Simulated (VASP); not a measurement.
# Zr (P6_3/mmc) in VASP: notebook

Zr is run at these levels: LDA; tasks: single point.

All numbers are computed with VASP 6.6.1; they aren't measurements. Logs are shortened: lines on timing, memory, paths and dates and some standing lists are left out, and cuts for length are marked.

### Step 1. The cell of the first run

The structure is hexagonal, space group P6_3/mmc (No. 194). Conventional cell: a = 3.253 Å, b = 3.253 Å, c = 5.181 Å, α = 90.00°, β = 90.00°, γ = 120.00°. Zr (site symmetry -6m2) has 12 Zr at 3.20 to 3.25 Å within 4.2 Å.

### Step 2. Single point, LDA

Contents of INCAR:

```
SYSTEM = Zr
ALGO = Normal
EDIFF = 1E-6
ENCUT = 520
ISIF = 2
ISMEAR = -1
LASPH = .True.
LCHARG = .False.
LREAL = .False.
LWAVE = .False.
NBANDS = 19
NELM = 60
PREC = Accurate
SIGMA = 0.05
```

Contents of KPOINTS:

```
k-points
0
Gamma
  10 10 5
  0 0 0
```

Contents of POSCAR:

```
Zr
1.0
    3.2534045973      0.0000000000      0.0000000000
   -1.6267022986      2.8175268978      0.0000000000
    0.0000000000      0.0000000000      5.1810870861
Zr
2
Direct
    0.3333333333      0.6666666667      0.2500000000
    0.6666666667      0.3333333333      0.7500000000
```

Potentials or basis: VASP PAW LDA potentials, release 64 (Zr_sv).

On the command line:

```bash
cat potpaw_LDA.64/Zr_sv/POTCAR > POTCAR
mpirun -np 1 vasp_std > vasp.out
```

OUTCAR:

```text
SYSTEM = Zr
   EDIFF = 1E-6
   ENCUT = 520
   ISIF = 2
   ISMEAR = -1
   LASPH = .True.
   LREAL = .False.
   NELM = 60
   PREC = Accurate

 ion  position               nearest neighbor table
   1  0.333  0.667  0.250-   2 3.20   2 3.20   2 3.20   2 3.20   2 3.20   2 3.20
   2  0.667  0.333  0.750-   1 3.20   1 3.20   1 3.20   1 3.20   1 3.20   1 3.20

  LATTYP: Found a hexagonal cell.
 ALAT       =     3.2534045973
 C/A-ratio  =     1.5925123762

  Lattice vectors:

 A1 = (   3.2534045973,   0.0000000000,   0.0000000000)
 A2 = (  -1.6267022986,   2.8175268978,   0.0000000000)
 A3 = (   0.0000000000,   0.0000000000,   5.1810870861)

Analysis of symmetry for initial positions (statically):
=====================================================================
 Subroutine PRICEL returns:
 Original cell was already a primitive cell.

 Routine SETGRP: Setting up the symmetry group for a
 hexagonal supercell.

 Subroutine GETGRP returns: Found 24 space group operations
 (whereof 12 operations were pure point group operations)
 out of a pool of 24 trial point group operations.

The static configuration has the point symmetry D_3d.
 The point group associated with its full space group is D_6h.

Analysis of symmetry for dynamics (positions and initial velocities):
=====================================================================
 Subroutine PRICEL returns:
 Original cell was already a primitive cell.

 Routine SETGRP: Setting up the symmetry group for a
 hexagonal supercell.

 Subroutine GETGRP returns: Found 24 space group operations
 (whereof 12 operations were pure point group operations)
 out of a pool of 24 trial point group operations.

The dynamic configuration has the point symmetry D_3d.
 The point group associated with its full space group is D_6h.

 Subroutine INISYM returns: Found 24 space group operations
 (whereof 12 operations are pure point group operations),
 and found     1 'primitive' translations

----------------------------------------------------------------------------------------

                                     Primitive cell

  volume of cell :      47.4927

  direct lattice vectors                    reciprocal lattice vectors
     3.253404597  0.000000000  0.000000000     0.307370316  0.177460595  0.000000000
    -1.626702299  2.817526898  0.000000000     0.000000000  0.354921190  0.000000000
     0.000000000  0.000000000  5.181087086     0.000000000  0.000000000  0.193009688

  length of vectors
     3.253404597  3.253401019  5.181087086     0.354920800  0.354921190  0.193009688

  position of ions in fractional coordinates (direct lattice)
     0.333333333  0.666666667  0.250000000
     0.666666667  0.333333333  0.750000000

  ion indices of the primitive-cell ions
   primitive index   ion index
                 1           1
                 2           2

----------------------------------------------------------------------------------------

 KPOINTS: k-points

Automatic generation of k-mesh.
 Grid dimensions read from file:
 generate k-points for:   10   10    5

 Generating k-lattice:

  Cartesian coordinates                     Fractional coordinates (reciprocal lattice)
     0.030737032  0.017746060  0.000000000     0.100000000 -0.000000000  0.000000000
     0.000000000  0.035492119  0.000000000     0.000000000  0.100000000  0.000000000
     0.000000000  0.000000000  0.038601938     0.000000000  0.000000000  0.200000000

  Length of vectors
     0.035492080  0.035492119  0.038601938

  Shift w.r.t. Gamma in fractional coordinates (k-lattice)
     0.000000000  0.000000000  0.000000000

 Subroutine IBZKPT returns following result:
 ===========================================

 Found     42 irreducible k-points:

 Following reciprocal coordinates:
            Coordinates               Weight
  0.000000  0.000000  0.000000      1.000000
  0.100000  0.000000  0.000000      6.000000
  0.200000  0.000000  0.000000      6.000000
  0.300000  0.000000  0.000000      6.000000
  0.400000  0.000000  0.000000      6.000000
  0.500000  0.000000  0.000000      3.000000
[... 16 lines left out ...]
  0.300000  0.100000  0.200000     24.000000
  0.400000  0.100000  0.200000     24.000000
 [... further k-points ...]
   k-points           NKPTS =     42   k-points in BZ     NKDIM =     42   number of bands    NBANDS=     19
   number of dos      NEDOS =    301   number of ions     NIONS =      2
   total plane-waves  NPLWV =  23040
   dimension x,y,z NGX =    24 NGY =   24 NGZ =   40
   dimension x,y,z NGXF=    48 NGYF=   48 NGZF=   80
   ions per type =               2
   NGX,Y,Z   is equivalent  to a cutoff of  12.26, 12.26, 12.83 a.u.
   NGXF,Y,Z  is equivalent  to a cutoff of  24.53, 24.53, 25.67 a.u.
 SYSTEM =  Zr
   PREC   = accura    normal or accurate (medium, high low for compatibility)
   ISTART =      0    job   : 0-new  1-cont  2-samecut
   ICHARG =      2    charge: 1-file 2-atom 10-const
   ISPIN  =      1    spin polarized calculation?
   LNONCOLLINEAR =      F non collinear calculations
   LSORBIT =      F    spin-orbit coupling
   LASPH  =      T    aspherical Exc in radial PAW
   ENCUT  =  520.0 eV  38.22 Ry    6.18 a.u.   6.05  6.05  9.63*2*pi/ulx,y,z
   NELM   =     60;   NELMIN=  2; NELMDL= -5     # of ELM steps
   EDIFF  = 0.1E-05   stopping-criterion for ELM
   LREAL  =      F    real-space projection
   EDIFFG = 0.1E-04   stopping-criterion for IOM
   NSW    =      0    number of steps for IOM
   IBRION =     -1    ionic relax: 0-MD 1-quasi-New 2-CG
   NFREE  =      0    steps in history (QN), initial steepest desc. (CG)
   ISIF   =      2    stress and relaxation
   ISYM   =      2    0-nonsym 1-usesym 2-fastsym
   POTIM  = 0.5000    time-step for ionic-motion
   TEBEG  =    0.0;   TEEND  =   0.0 temperature during run
   PSTRESS=    0.0 pullay stress
   NELECT =      24.0000    total number of electrons
   NUPDOWN=      -1.0000    fix difference up-down
   EMIN   =  10.00;   EMAX   =-10.00  energy-range for DOS
   EFERMI =   0.00;   METHOD = LEGACY
   ISMEAR =    -1;   SIGMA  =   0.05  broadening in eV -4-tet -1-fermi 0-gaus
   EFERMI_NEDOS =   21; number of points for ismear=-14 and -15
   IALGO  =     38    algorithm
   IMIX   =      4    mixing-type and parameters
     AMIX     =   0.40;   BMIX     =  1.00
     AMIX_MAG =   1.60;   BMIX_MAG =  1.00
  volume/ion in A,a.u.               =      23.75       160.25
  Fermi-wavevector in a.u.,A,eV,Ry     =   1.303976  2.464157 23.134709  1.700353
  Thomas-Fermi vector in A             =   2.434942
   LORBIT       =      0    0 simple, 1 ext, 2 COOP (PROOUT), +10 PAW based schemes
   GGA     = CA    functional components
   LHFCALC =     F    Hartree Fock is set to
   AEXX    =    0.0000 exact exchange contribution
   IVDW    =     0    specifies the selected vdW correction
   LEPSILON=     F    determine dielectric tensor
   LRPA    =     F    only Hartree local field effects (RPA)
 non-spin polarized calculation
  energy-cutoff  :      520.00
  volume of cell :       47.49
 maximum number of plane-waves:      1295
   NGX = 13   NGY = 13   NGZ = 19

 number of electron      24.0000001 magnetization

 Free energy of the ion-electron system (eV)
  ---------------------------------------------------
  ext. energy  EPLUGINS =         0.00000000
  ---------------------------------------------------
  free energy    TOTEN  =       -18.49913725 eV

  energy without entropy =      -18.48624242  energy(sigma->0) =      -18.49268984

 E-fermi :   8.5581     XC(G=0): -11.2053

 val. band max:        8.4951572304   @ k =   0.1000   0.1000   0.0000
 cond. band min:       8.6038806160   @ k =   0.0000   0.0000   0.4000
 fundamental gap:      0.1087233856
 Fermi energy:         8.5581402388

 k-point     1 :       0.0000    0.0000    0.0000
  band No.  band energies     occupation
      1     -40.0250      2.00000
      2     -39.8788      2.00000
      3     -18.6706      2.00000
      4     -17.8352      2.00000
      5     -17.8352      2.00000
      6     -17.7079      2.00000
[... 11 lines left out ...]
     18      10.6221      0.00000
     19      12.8820      0.00000

 k-point     2 :       0.1000    0.0000    0.0000
  band No.  band energies     occupation
      1     -40.0144      2.00000
      2     -39.8745      2.00000
      3     -18.6416      2.00000
      4     -17.8987      2.00000
      5     -17.8561      2.00000
      6     -17.7648      2.00000
[... 11 lines left out ...]
     18      10.3966      0.00000
     19      13.0456      0.00000

 k-point     3 :       0.2000    0.0000    0.0000
  band No.  band energies     occupation
      1     -39.9857      2.00000
      2     -39.8638      2.00000
      3     -18.5603      2.00000
      4     -18.0648      2.00000
      5     -17.9310      2.00000
      6     -17.9082      2.00000
[... 11 lines left out ...]
     18      10.9864      0.00000
     19      13.3427      0.00000

 k-point     4 :       0.3000    0.0000    0.0000
  band No.  band energies     occupation
      1     -39.9476      2.00000
      2     -39.8530      2.00000
      3     -18.4433      2.00000
      4     -18.2695      2.00000
      5     -18.1256      2.00000
      6     -17.9692      2.00000
[... 11 lines left out ...]
     18      11.9929      0.00000
     19      13.5684      0.00000

 k-point     5 :       0.4000    0.0000    0.0000
  band No.  band energies     occupation
      1     -39.9125      2.00000
      2     -39.8482      2.00000
      3     -18.4336      2.00000
      4     -18.3212      2.00000
      5     -18.2759      2.00000
      6     -18.0166      2.00000
[... 11 lines left out ...]
     18      13.0839      0.00000
     19      13.6850      0.00000

 k-point     6 :       0.5000    0.0000    0.0000
  band No.  band energies     occupation
      1     -39.8966      2.00000
      2     -39.8489      2.00000
      3     -18.4958      2.00000
      4     -18.3319      2.00000
      5     -18.2579      2.00000
      6     -18.0344      2.00000
[... 11 lines left out ...]
     18      13.7285      0.00000
     19      14.5894      0.00000

 k-point     7 :       0.1000    0.1000    0.0000
  band No.  band energies     occupation
      1     -39.9947      2.00000
      2     -39.8670      2.00000
      3     -18.5864      2.00000
      4     -17.9974      2.00000
      5     -17.9382      2.00000
      6     -17.8401      2.00000
[... 11 lines left out ...]
     18      10.8521      0.00000
     19      13.2045      0.00000

 k-point     8 :       0.2000    0.1000    0.0000
  band No.  band energies     occupation
      1     -39.9612      2.00000
      2     -39.8563      2.00000
      3     -18.4866      2.00000
      4     -18.1673      2.00000
      5     -18.0877      2.00000
      6     -17.9282      2.00000
[... 256 lines left out ...]
 k-point    20 :       0.5000    0.0000    0.2000
  band No.  band energies     occupation
      1     -39.8921      2.00000
      2     -39.8534      2.00000
      3     -18.5540      2.00000
      4     -18.4068      2.00000
      5     -18.1517      2.00000
      6     -18.0127      2.00000
[... 11 lines left out ...]
     18      13.6974      0.00000
     19      14.1236      0.00000

 k-point    21 :       0.1000    0.1000    0.2000
  band No.  band energies     occupation
      1     -39.9827      2.00000
      2     -39.8793      2.00000
      3     -18.5230      2.00000
      4     -17.9723      2.00000
      5     -17.9697      2.00000
      6     -17.8737      2.00000
[... 11 lines left out ...]
     18      11.1357      0.00000
     19      13.1354      0.00000

 k-point    22 :       0.2000    0.1000    0.2000
  band No.  band energies     occupation
      1     -39.9513      2.00000
      2     -39.8664      2.00000
      3     -18.4666      2.00000
      4     -18.1528      2.00000
      5     -18.0930      2.00000
      6     -17.9410      2.00000
[... 11 lines left out ...]
     18      11.7963      0.00000
     19      13.2348      0.00000

 k-point    23 :       0.3000    0.1000    0.2000
  band No.  band energies     occupation
      1     -39.9170      2.00000
      2     -39.8562      2.00000
      3     -18.4616      2.00000
      4     -18.3057      2.00000
      5     -18.1712      2.00000
      6     -18.0059      2.00000
[... 11 lines left out ...]
     18      12.5999      0.00000
     19      13.5582      0.00000

 k-point    24 :       0.4000    0.1000    0.2000
  band No.  band energies     occupation
      1     -39.8922      2.00000
      2     -39.8533      2.00000
      3     -18.5212      2.00000
      4     -18.3813      2.00000
      5     -18.1637      2.00000
      6     -18.0303      2.00000
[... 11 lines left out ...]
     18      13.4399      0.00000
     19      14.2149      0.00000

 [... further k-points ...]

------------------------ aborting loop because EDIFF is reached ----------------------------------------

  FORCE on cell =-STRESS in cart. coord.  units (eV):
  Direction    XX          YY          ZZ          XY          YZ          ZX
  --------------------------------------------------------------------------------------
  -------------------------------------------------------------------------------------
  Total       -2.2857185     -2.2857118     -2.2964921     -0.0000000     -0.0000000      0.0000000
  in kB      -77.1092151    -77.1089889    -77.4726643     -0.0000000     -0.0000000      0.0000000
  external PRESSURE =     -77.2302894 kB  Pullay stress =       0.0000000 kB

 VOLUME and BASIS-vectors are now :
 -----------------------------------------------------------------------------
  energy-cutoff  :      520.00
  volume of cell :       47.49
      direct lattice vectors                 reciprocal lattice vectors
     3.253404597  0.000000000  0.000000000     0.307370316  0.177460595  0.000000000
    -1.626702299  2.817526898  0.000000000     0.000000000  0.354921190  0.000000000
     0.000000000  0.000000000  5.181087086     0.000000000  0.000000000  0.193009688

 POSITION                                       TOTAL-FORCE (eV/Angst)
 -----------------------------------------------------------------------------------
     -0.00000      1.87835      1.29527         0.000000      0.000000      0.000000
      1.62670      0.93918      3.88582         0.000000     -0.000000      0.000000
 -----------------------------------------------------------------------------------
    total drift:                               -0.000000      0.000000     -0.000000

  FREE ENERGIE OF THE ION-ELECTRON SYSTEM (eV)
  ---------------------------------------------------
  free  energy   TOTEN  =       -18.4991372466 eV

  energy  without entropy=      -18.4862424246  energy(sigma->0) =      -18.49268984
```

Wall time 42 s (1 thread of AMD EPYC 7R13, shared host); peak memory 0.13 GiB.

Results:

| Property | Result |
| --- | --- |
| Free energy | -18.4991 eV |
| Pressure | -7.7 GPa |
| Band gap on the k mesh | zero (band 12 reaches 9.40 eV, above the bottom of band 13 at 8.27 eV) |

### Step 3. Single point, LDA

This run uses another cell than the first one, of 24.21 Å³/atom, 1.020 times its volume.

Contents of INCAR:

```
SYSTEM = Zr
PREC = Accurate
ENCUT = 520
EDIFF = 1E-7
ISMEAR = -1
SIGMA = 0.05
LREAL = .False.
LASPH = .True.
NELM = 80
ALGO = Normal
ISIF = 2
LWAVE = .False.
LCHARG = .True.
LELF = .True.
LVHAR = .True.
NBANDS = 19
```

Contents of KPOINTS:

```
regular mesh
0
Gamma
  10 10 5
  0 0 0
```

Contents of POSCAR:

```
Zr
1.0
    3.2745311931      0.0000000000      0.0000000000
   -1.6372655966      2.8358230397      0.0000000000
    0.0000000000      0.0000000000      5.2147314515
Zr
2
Direct
    0.3333333333      0.6666666667      0.2500000000
    0.6666666667      0.3333333333      0.7500000000
```

Potentials or basis: VASP PAW LDA potentials, release 64 (Zr_sv).

On the command line:

```bash
cat potpaw_LDA.64/Zr_sv/POTCAR > POTCAR
mpirun -np 1 vasp_std > vasp.out
```

Wall time 49 s (1 thread of AMD EPYC 7R13, shared host); peak memory 0.13 GiB.

Results (log left out):

```
Free energy            : -18.4503 eV
Pressure               : -9.2 GPa
Band gap on the k mesh : zero (band 12 reaches 9.18 eV, above the bottom of band 13 at 8.06 eV)
```

Stress tensor (GPa, compression positive):
```
-9.13  0.00  0.00
 0.00 -9.13  0.00
 0.00  0.00 -9.29
```

Levels at points of the mesh, in eV from the Fermi level:
| k point | band 9 | band 10 | band 11 | band 12 | band 13 | band 14 | band 15 | band 16 |
| --- | --- | --- | --- | --- | --- | --- | --- | --- |
| (0.00, 0.00, 0.00) | -5.54 | -2.92 | 0.84 | 0.84 | 0.98 | 1.13 | 1.49 | 1.49 |
| (0.50, 0.00, 0.00) | -2.44 | -2.42 | -2.01 | -0.22 | 0.51 | 0.74 | 1.39 | 4.66 |

### Step 4. Single point, LDA

This run uses another cell than the first one, of 24.68 Å³/atom, 1.039 times its volume.

Contents of INCAR:

```
SYSTEM = Zr
ALGO = Normal
EDIFF = 1E-6
ENCUT = 520
ISIF = 2
ISMEAR = -1
LASPH = .True.
LCHARG = .False.
LREAL = .False.
LWAVE = .False.
NBANDS = 19
NELM = 60
PREC = Accurate
SIGMA = 0.05
```

Contents of KPOINTS:

```
k-points
0
Gamma
  10 10 5
  0 0 0
```

Contents of POSCAR:

```
Zr
1.0
    3.2953886421      0.0000000000      0.0000000000
   -1.6476943210      2.8538860938      0.0000000000
    0.0000000000      0.0000000000      5.2479471970
Zr
2
Direct
    0.3333333333      0.6666666667      0.2500000000
    0.6666666667      0.3333333333      0.7500000000
```

On the command line:

```bash
cat potpaw_LDA.64/Zr_sv/POTCAR > POTCAR
mpirun -np 1 vasp_std > vasp.out
```

Run time: 60 s. Hardware: 1 thread of AMD EPYC 7R13, shared host; peak memory 0.14 GiB.

The run converged. Its results:

* Free energy: -18.3933 eV
* Pressure: -10.5 GPa
* Band gap on the k mesh: zero (band 12 reaches 8.97 eV, above the bottom of band 13 at 7.85 eV)

Stress tensor (GPa, compression positive):
```
-10.44   0.00   0.00
  0.00 -10.44   0.00
  0.00   0.00 -10.69
```

Levels at points of the mesh, in eV from the Fermi level:
| k point | band 9 | band 10 | band 11 | band 12 | band 13 | band 14 | band 15 | band 16 |
| --- | --- | --- | --- | --- | --- | --- | --- | --- |
| (0.00, 0.00, 0.00) | -5.51 | -2.87 | 0.83 | 0.83 | 0.97 | 1.07 | 1.47 | 1.47 |
| (0.50, 0.00, 0.00) | -2.41 | -2.35 | -1.96 | -0.25 | 0.52 | 0.72 | 1.36 | 4.56 |

### Step 5. Summary

| cell | gap on the mesh (eV) | pressure (GPa) |
| --- | --- | --- |
| a = 3.253, b = 3.253, c = 5.181 Å, angles 90.0, 90.0, 120.0°, 2 atoms | none | -7.7 |
| a = 3.275, b = 3.275, c = 5.215 Å, angles 90.0, 90.0, 120.0°, 2 atoms | none | -9.2 |
| a = 3.295, b = 3.295, c = 5.248 Å, angles 90.0, 90.0, 120.0°, 2 atoms | none | -10.5 |

Alike in all rows: task single point; level LDA; potentials or basis VASP PAW LDA potentials, release 64 (Zr_sv); no spin polarisation; k mesh 10 × 10 × 5; cutoff (eV) 520; smearing fermi-dirac 0.05 eV.

Total energies depend on the potentials used, so only differences within one code and one set of settings carry meaning.
